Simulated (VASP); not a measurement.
# CsSi4Sb2 (P1) in VASP: single point with PBE

Aim: the single point of CsSi4Sb2 with PBE.

Everything below comes from runs of VASP 6.6.1. Logs are shortened: lines on timing, memory, paths and dates and some standing lists are left out, and cuts for length are marked.

## (1) The cell of the first run

The typed cell holds 7 atoms: a = 7.044 Å, b = 6.048 Å, c = 6.043 Å, α = 101.83°, β = 112.88°, γ = 112.93°.

## (2) Single point, PBE

Contents of INCAR:

```
SYSTEM = CsSi4Sb2
PREC = Accurate
ENCUT = 520
EDIFF = 1E-6
ISMEAR = 0
SIGMA = 0.2
LREAL = .FALSE.
LASPH = .TRUE.
NELM = 80
ALGO = Fast
ISIF = 2
LWAVE = .FALSE.
LCHARG = .TRUE.
GGA = PE
LELF = .TRUE.
LVHAR = .TRUE.
NBANDS = 26
```

Contents of KPOINTS:

```
Automatic mesh
0
G
  4 4 4
  0 0 0
```

Contents of POSCAR:

```
CsSi4Sb2
1.0
    4.0705845340      4.0638834078     -4.0664265064
   -3.4517379490      3.1850187025      3.8100297839
    3.1819707920     -3.4541371295      3.8035219941
Cs Si Sb
1 4 2
Direct
   -0.0000503396      1.0000381863      0.0000568615
    0.2147909477      0.7314528276      0.4817260874
    0.2148111049      0.4817736456      0.7314123460
    0.7851843067      0.5182748151      0.2685984980
    0.7851816240      0.2685150778      0.5181988786
    0.5000696893      0.2644886687      0.7355067468
    0.5000126670      0.7354567789      0.2645005816
```

Potentials or basis: VASP PAW PBE potentials, release 64 (Cs_sv, Si, Sb).

The run is started by

```console
$ cat potpaw_PBE.64/Cs_sv/POTCAR potpaw_PBE.64/Si/POTCAR potpaw_PBE.64/Sb/POTCAR > POTCAR
$ mpirun -np 1 vasp_std > vasp.out
```

OUTCAR:

```text
SYSTEM = CsSi4Sb2
   PREC = Accurate
   ENCUT = 520
   EDIFF = 1E-6
   ISMEAR = 0
   LREAL = .FALSE.
   LASPH = .TRUE.
   NELM = 80
   ISIF = 2
   GGA = PE

 ion  position               nearest neighbor table
   1  1.000  0.000  0.000-
   2  0.215  0.731  0.482-   3 2.34   4 2.39   6 2.70   7 2.79
   3  0.215  0.482  0.731-   2 2.34   5 2.39   7 2.70   6 2.79
   4  0.785  0.518  0.269-   5 2.34   2 2.39   6 2.70   7 2.79
   5  0.785  0.269  0.518-   4 2.34   3 2.39   7 2.70   6 2.79
   6  0.500  0.264  0.736-   4 2.70   2 2.70   5 2.79   3 2.79
   7  0.500  0.735  0.265-   3 2.70   5 2.70   2 2.79   4 2.79

  LATTYP: Found a triclinic cell.
 ALAT       =     6.0477405664
 B/A-ratio  =     1.5518747025
 C/A-ratio  =     1.0642820139
 COS(alpha) =     0.0000596692
 COS(beta)  =     0.3206476748
 COS(gamma) =     0.7763988109

  Lattice vectors:

 A1 = (   3.4517379490,  -3.1850187025,  -3.8100297839)
 A2 = (   6.6337087410,  -6.6391558320,  -0.0065077898)
 A3 = (  -3.8008173770,  -3.7947649808,  -3.5471252716)

Analysis of symmetry for initial positions (statically):
=====================================================================
 Subroutine PRICEL returns:
 Original cell was already a primitive cell.

 Routine SETGRP: Setting up the symmetry group for a
 triclinic supercell.

 Subroutine GETGRP returns: Found  1 space group operations
 (whereof  1 operations were pure point group operations)
 out of a pool of  2 trial point group operations.

The static configuration has the point symmetry C_1 .

Analysis of symmetry for dynamics (positions and initial velocities):
=====================================================================
 Subroutine PRICEL returns:
 Original cell was already a primitive cell.

 Routine SETGRP: Setting up the symmetry group for a
 triclinic supercell.

 Subroutine GETGRP returns: Found  1 space group operations
 (whereof  1 operations were pure point group operations)
 out of a pool of  2 trial point group operations.

The dynamic configuration has the point symmetry C_1 .

 Subroutine INISYM returns: Found  1 space group operations
 (whereof  1 operations are pure point group operations),
 and found     1 'primitive' translations

----------------------------------------------------------------------------------------

                                     Primitive cell

  volume of cell :     198.2331

  direct lattice vectors                    reciprocal lattice vectors
     4.070584534  4.063883408 -4.066426506     0.127499647  0.127386198  0.009020388
    -3.451737949  3.185018702  3.810029784    -0.007118261  0.143375672  0.136160467
     3.181970792 -3.454137129  3.803521994     0.143443032 -0.007429685  0.136164669

  length of vectors
     7.044191319  6.047740566  6.043408061     0.180457116  0.197855820  0.197918975

  position of ions in fractional coordinates (direct lattice)
     0.999949660  0.000038186  0.000056861
     0.214790948  0.731452828  0.481726087
     0.214811105  0.481773646  0.731412346
     0.785184307  0.518274815  0.268598498
     0.785181624  0.268515078  0.518198879
     0.500069689  0.264488669  0.735506747
     0.500012667  0.735456779  0.264500582

  ion indices of the primitive-cell ions
   primitive index   ion index
                 1           1
                 2           2
                 3           3
                 4           4
                 5           5
                 6           6
                 7           7

----------------------------------------------------------------------------------------

 KPOINTS: Automatic mesh

Automatic generation of k-mesh.
 Grid dimensions read from file:
 generate k-points for:    4    4    4

 Generating k-lattice:

  Cartesian coordinates                     Fractional coordinates (reciprocal lattice)
     0.031874912  0.031846549  0.002255097     0.250000000 -0.000000000  0.000000000
    -0.001779565  0.035843918  0.034040117    -0.000000000  0.250000000  0.000000000
     0.035860758 -0.001857421  0.034041167     0.000000000 -0.000000000  0.250000000

  Length of vectors
     0.045114279  0.049463955  0.049479744

  Shift w.r.t. Gamma in fractional coordinates (k-lattice)
     0.000000000  0.000000000  0.000000000

 Subroutine IBZKPT returns following result:
 ===========================================

 Found     36 irreducible k-points:

 Following reciprocal coordinates:
            Coordinates               Weight
  0.000000  0.000000  0.000000      1.000000
  0.250000  0.000000 -0.000000      2.000000
  0.500000  0.000000 -0.000000      1.000000
  0.000000  0.250000  0.000000      2.000000
  0.250000  0.250000 -0.000000      2.000000
  0.500000  0.250000 -0.000000      2.000000
[... 16 lines left out ...]
  0.000000 -0.250000  0.250000      2.000000
  0.250000 -0.250000  0.250000      2.000000
 [... further k-points ...]
   k-points           NKPTS =     36   k-points in BZ     NKDIM =     36   number of bands    NBANDS=     26
   number of dos      NEDOS =    301   number of ions     NIONS =      7
   total plane-waves  NPLWV = 124416
   dimension x,y,z NGX =    54 NGY =   48 NGZ =   48
   dimension x,y,z NGXF=   108 NGYF=   96 NGZF=   96
   ions per type =               1   4   2
   NGX,Y,Z   is equivalent  to a cutoff of  12.74, 13.19, 13.20 a.u.
   NGXF,Y,Z  is equivalent  to a cutoff of  25.49, 26.39, 26.41 a.u.
 SYSTEM =  CsSi4Sb2
   PREC   = accura    normal or accurate (medium, high low for compatibility)
   ISTART =      0    job   : 0-new  1-cont  2-samecut
   ICHARG =      2    charge: 1-file 2-atom 10-const
   ISPIN  =      1    spin polarized calculation?
   LNONCOLLINEAR =      F non collinear calculations
   LSORBIT =      F    spin-orbit coupling
   LASPH  =      T    aspherical Exc in radial PAW
   ENCUT  =  520.0 eV  38.22 Ry    6.18 a.u.  13.10 11.24 11.24*2*pi/ulx,y,z
   NELM   =     80;   NELMIN=  2; NELMDL= -5     # of ELM steps
   EDIFF  = 0.1E-05   stopping-criterion for ELM
   LREAL  =      F    real-space projection
   EDIFFG = 0.1E-04   stopping-criterion for IOM
   NSW    =      0    number of steps for IOM
   IBRION =     -1    ionic relax: 0-MD 1-quasi-New 2-CG
   NFREE  =      0    steps in history (QN), initial steepest desc. (CG)
   ISIF   =      2    stress and relaxation
   ISYM   =      2    0-nonsym 1-usesym 2-fastsym
   POTIM  = 0.5000    time-step for ionic-motion
   TEBEG  =    0.0;   TEEND  =   0.0 temperature during run
   PSTRESS=    0.0 pullay stress
   NELECT =      35.0000    total number of electrons
   NUPDOWN=      -1.0000    fix difference up-down
   EMIN   =  10.00;   EMAX   =-10.00  energy-range for DOS
   EFERMI =   0.00;   METHOD = LEGACY
   ISMEAR =     0;   SIGMA  =   0.20  broadening in eV -4-tet -1-fermi 0-gaus
   EFERMI_NEDOS =   21; number of points for ismear=-14 and -15
   IALGO  =     68    algorithm
   IMIX   =      4    mixing-type and parameters
     AMIX     =   0.40;   BMIX     =  1.00
     AMIX_MAG =   1.60;   BMIX_MAG =  1.00
  volume/ion in A,a.u.               =      28.32       191.11
  Fermi-wavevector in a.u.,A,eV,Ry     =   0.918415  1.735552 11.476315  0.843485
  Thomas-Fermi vector in A             =   2.043494
   LORBIT       =      0    0 simple, 1 ext, 2 COOP (PROOUT), +10 PAW based schemes
   GGA     = PE    functional components
   LHFCALC =     F    Hartree Fock is set to
   AEXX    =    0.0000 exact exchange contribution
   IVDW    =     0    specifies the selected vdW correction
   LEPSILON=     F    determine dielectric tensor
   LRPA    =     F    only Hartree local field effects (RPA)
 non-spin polarized calculation
 RMM-DIIS sequential band-by-band and
 Gauss-broadening in eV      SIGMA  =   0.20
  energy-cutoff  :      520.00
  volume of cell :      198.23
 maximum number of plane-waves:      5352
 NGX is ok and might be reduce to    54
   NGX = 27   NGY = 23   NGZ = 23

 number of electron      35.0000000 magnetization

 Free energy of the ion-electron system (eV)
  ---------------------------------------------------
  ext. energy  EPLUGINS =         0.00000000
  ---------------------------------------------------
  free energy    TOTEN  =       -29.81511898 eV

  energy without entropy =      -29.76338541  energy(sigma->0) =      -29.78925219

 E-fermi :   5.3458     XC(G=0):  -8.9267

 val. band max:        5.3385741955   @ k =   0.2500   0.2500   0.2500
 cond. band min:       5.3459964192   @ k =   0.2500   0.2500  -0.0000
 fundamental gap:      0.0074222237
 Fermi energy:         5.3458062256

 k-point     1 :       0.0000    0.0000    0.0000
  band No.  band energies     occupation
      1     -17.0864      2.00000
      2      -6.7151      2.00000
      3      -4.3075      2.00000
      4      -4.0894      2.00000
      5      -3.9598      2.00000
      6      -3.8295      2.00000
[... 18 lines left out ...]
     25       9.1463      0.00000
     26       9.4294      0.00000

 k-point     2 :       0.2500    0.0000   -0.0000
  band No.  band energies     occupation
      1     -17.0857      2.00000
      2      -6.5433      2.00000
      3      -4.6676      2.00000
      4      -4.2981      2.00000
      5      -3.9739      2.00000
      6      -3.9472      2.00000
[... 18 lines left out ...]
     25       8.3902      0.00000
     26       8.9823      0.00000

 k-point     3 :       0.5000    0.0000   -0.0000
  band No.  band energies     occupation
      1     -17.0851      2.00000
      2      -6.2468      2.00000
      3      -5.3381      2.00000
      4      -4.2531      2.00000
      5      -4.1021      2.00000
      6      -3.9907      2.00000
[... 572 lines left out ...]
 k-point    23 :       0.0000   -0.2500    0.2500
  band No.  band energies     occupation
      1     -17.0850      2.00000
      2      -6.5106      2.00000
      3      -4.4244      2.00000
      4      -4.1532      2.00000
      5      -4.0773      2.00000
      6      -4.0065      2.00000
[... 18 lines left out ...]
     25       8.4508      0.00000
     26       8.7781      0.00000

 k-point    24 :       0.2500   -0.2500    0.2500
  band No.  band energies     occupation
      1     -17.0846      2.00000
      2      -6.3351      2.00000
      3      -4.8802      2.00000
      4      -4.3726      2.00000
      5      -4.0448      2.00000
      6      -3.9325      2.00000
[... 18 lines left out ...]
     25       8.6041      0.00000
     26       9.2376      0.00000

 [... further k-points ...]

------------------------ aborting loop because EDIFF is reached ----------------------------------------

  FORCE on cell =-STRESS in cart. coord.  units (eV):
  Direction    XX          YY          ZZ          XY          YZ          ZX
  --------------------------------------------------------------------------------------
  -------------------------------------------------------------------------------------
  Total        0.0386179      0.0572752      0.0603639      0.0101974      0.0204531      0.0351619
  in kB        0.3121213      0.4629148      0.4878787      0.0824184      0.1653081      0.2841886
  external PRESSURE =       0.4209716 kB  Pullay stress =       0.0000000 kB

 VOLUME and BASIS-vectors are now :
 -----------------------------------------------------------------------------
  energy-cutoff  :      520.00
  volume of cell :      198.23
      direct lattice vectors                 reciprocal lattice vectors
     4.070584534  4.063883408 -4.066426506     0.127499647  0.127386198  0.009020388
    -3.451737949  3.185018702  3.810029784    -0.007118261  0.143375672  0.136160467
     3.181970792 -3.454137129  3.803521994     0.143443032 -0.007429685  0.136164669

 POSITION                                       TOTAL-FORCE (eV/Angst)
 -----------------------------------------------------------------------------------
      4.07043      4.06360     -4.06586         0.000106      0.000417     -0.000242
     -0.11762      1.53863      3.74568         0.000361     -0.016467     -0.003497
      1.53878     -0.11897      3.74400        -0.016355     -0.000759     -0.004133
      2.26188      3.91384     -0.19663         0.017368      0.000693      0.002347
      3.91820      2.25618     -0.19885         0.001391      0.016743      0.004580
      3.46299      0.33409      1.77173        -0.014053      0.011651      0.000658
      0.33837      3.46082      1.77488         0.011182     -0.012279      0.000288
 -----------------------------------------------------------------------------------
    total drift:                               -0.000022      0.000007      0.000020

  FREE ENERGIE OF THE ION-ELECTRON SYSTEM (eV)
  ---------------------------------------------------
  free  energy   TOTEN  =       -29.8151189816 eV

  energy  without entropy=      -29.7633854059  energy(sigma->0) =      -29.78925219
```

Wall time 8 min (1 thread of Oxide Virtual Turin-like, shared host); peak memory 0.43 GiB.

What came out:

```
Free energy            : -29.8151 eV
Pressure               : 0.0 GPa
Largest force          : 0.018 eV/Å
Band gap on the k mesh : zero (an odd number of electrons rules out a gap without spin polarisation)
```

Forces in eV/Å, atoms in the order of the input:
```
Cs   0.000  0.000  0.000
Si   0.000 -0.016 -0.003
Si  -0.016 -0.001 -0.004
Si   0.017  0.001  0.002
Si   0.001  0.017  0.005
Sb  -0.014  0.012  0.001
Sb   0.011 -0.012  0.000
```

Levels at points of the mesh, in eV from the Fermi level:
| k point | band 13 | band 14 | band 15 | band 16 | band 17 | band 18 | band 19 | band 20 | band 21 | band 22 |
| --- | --- | --- | --- | --- | --- | --- | --- | --- | --- | --- |
| (0.00, 0.00, 0.00) | -3.42 | -3.14 | -2.71 | -2.39 | -0.57 | 0.60 | 0.91 | 0.99 | 1.56 | 2.07 |
| (0.50, 0.00, 0.00) | -3.88 | -3.25 | -2.69 | -1.95 | -1.07 | -0.21 | 0.28 | 0.46 | 0.87 | 1.52 |
| (0.00, 0.50, 0.00) | -3.86 | -2.93 | -2.14 | -1.79 | -0.60 | 0.55 | 0.75 | 0.81 | 1.43 | 1.89 |
| (0.50, 0.50, 0.00) | -3.62 | -3.10 | -2.43 | -2.02 | -1.45 | -0.20 | 1.03 | 1.45 | 1.53 | 1.87 |
| (0.00, 0.00, 0.50) | -3.86 | -2.93 | -2.14 | -1.78 | -0.60 | 0.55 | 0.75 | 0.81 | 1.43 | 1.89 |
| (0.50, 0.00, 0.50) | -3.62 | -3.10 | -2.43 | -2.02 | -1.45 | -0.20 | 1.03 | 1.46 | 1.53 | 1.87 |
| (0.00, 0.50, 0.50) | -3.72 | -2.93 | -1.68 | -1.62 | 0.10 | 0.53 | 1.00 | 1.03 | 1.04 | 1.80 |
| (0.50, 0.50, 0.50) | -2.11 | -1.96 | -1.85 | -1.41 | -1.22 | -1.18 | -0.66 | 0.75 | 1.88 | 2.27 |

Caveat: spin-orbit coupling is left out, which moves the levels of the heavy elements.
